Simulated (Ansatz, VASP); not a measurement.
Two plane-wave programs on Ge

File INCAR:

```
SYSTEM = Ge
ALGO = Normal ; EDIFF = 1E-6
ENCUT = 520 ; GGA = PS
ISIF = 2 ; ISMEAR = 1
LASPH = .True. ; LCHARG = .True.
LELF = .True. ; LREAL = .False.
LVHAR = .True. ; LWAVE = .False.
NBANDS = 21 ; NELM = 100
PREC = Accurate ; SIGMA = 0.15
```

Contents of KPOINTS:

```
k-points
0
Gamma
  11 11 6
  0 0 0
```

POSCAR

```
Ge
1.0
    1.4259773385     -2.4864498378      0.0000000000
    1.4259773385      2.4864498378      0.0000000000
    0.0000000000      0.0000000000      4.5303794701
Ge
2
Direct
    0.6665530000      0.3334470000      0.2500000000
    0.3334470000      0.6665530000      0.7500000000
```

Input for Ansatz:

```yaml
crystal:
  lattice:
    - [1.4259773385123695, -2.486449837784447, 0.0]
    - [1.4259773385123695, 2.486449837784447, 0.0]
    - [0.0, 0.0, 4.530379470114118]
  atoms:
    - { symbol: Ge, position: [0.666553, 0.333447, 0.25] }
    - { symbol: Ge, position: [0.333447, 0.666553, 0.75] }
basis:
  ecutwfc: 510.0
kpoints:
  mp_grid:
    grid: [11, 11, 6]
hamiltonian:
  xc: pbesol
  pseudopotentials:
    kind: paw
scf:
  occupations:
    method: cold
    width: 0.15
output:
  stress: true
```

Alike in both runs: task single point; functional PBEsol; k mesh 11 × 11 × 6; no spin polarisation.

|  | VASP | Ansatz |
| --- | --- | --- |
| version | VASP 6.6.1 | Ansatz 0.2.0 |
| potentials or method | VASP PAW PBE potentials, release 64 (Ge_d), cutoff 520 eV | plane waves, PAW |
| occupations | methfessel-paxton of order 1, width 0.15 eV | cold, width 0.15 eV |
| valence electrons in the cell | 28 | 28 |

|  | VASP | Ansatz | Ansatz less VASP |
| --- | --- | --- | --- |
| pressure (GPa) | 13.1 | 13.2 | +0.08 |
| traceless stress, the component that is largest in VASP (GPa) | 6.87 | 7.21 | +0.340 |

VASP's potentials were made for PBE, not for PBEsol.
